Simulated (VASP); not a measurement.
ZnS: single point with r2SCAN

ZnS:

```xyz
4
Lattice="3.8068 0.0000 0.0000 -1.9034 3.2968 0.0000 0.0000 0.0000 6.2466" Properties=species:S:1:pos:R:3 pbc="T T T"
Zn    0.0000    2.1979   -0.2922
Zn    1.9034    1.0989    2.8310
S     0.0000    2.1979    2.6347
S     1.9034    1.0989    5.7580
```

This cell differs from its parent crystal: atoms moved along the polar distortion.

```json
{
  "Program": "VASP 6.6.1",
  "Task": "single point",
  "Functional": "r2SCAN",
  "Potentials or basis": "VASP PAW PBE potentials, release 64 (Zn, S)",
  "Cutoff": "520 eV",
  "k mesh": "9 × 9 × 6",
  "Occupations": "gaussian, width 0.01 eV",
  "Spin": "no spin polarisation",
  "Dipole correction": "no",
  "Further INCAR settings": "ALGO = Normal; EDIFF = 1e-06; NBANDS = 26"
}
```

| Quantity | Value |
| --- | --- |
| Pressure | 5.1 GPa |
| Largest force | 0.490 eV/Å |
| Band gap on the k mesh | 3.13 eV |

Forces in eV/Å, atoms in the order of the input:
```
Zn   0.000  0.000  0.490
Zn   0.000  0.000  0.490
S    0.000  0.000 -0.490
S    0.000  0.000 -0.490
```

Stress tensor (GPa, compression positive):
```
 7.82  0.00  0.00
 0.00  7.82  0.00
 0.00  0.00 -0.22
```

Levels at points of the mesh, in eV from the valence-band top:
```csv
k point,band 14,band 15,band 16,band 17,band 18,band 19,band 20,band 21,band 22,band 23
"(0.00, 0.00, 0.00)",-0.58,-0.58,-0.02,-0.02,0.00,3.13,3.21,6.79,6.79,7.80
"(0.00, 0.00, 0.50)",-2.26,-0.30,-0.30,-0.30,-0.30,3.86,3.86,7.11,7.11,7.11
```

Wall time 5 min on 1 thread of Intel Xeon 8259CL, with other jobs on the host, peak memory 0.25 GiB.

Caveat: the cell differs from its parent crystal (atoms moved along the polar distortion); the stress differs along the axes, from -0 to 8 GPa; the PAW data sets were made with another functional, which shifts forces and pressure a little. A k mesh can miss the band edges.
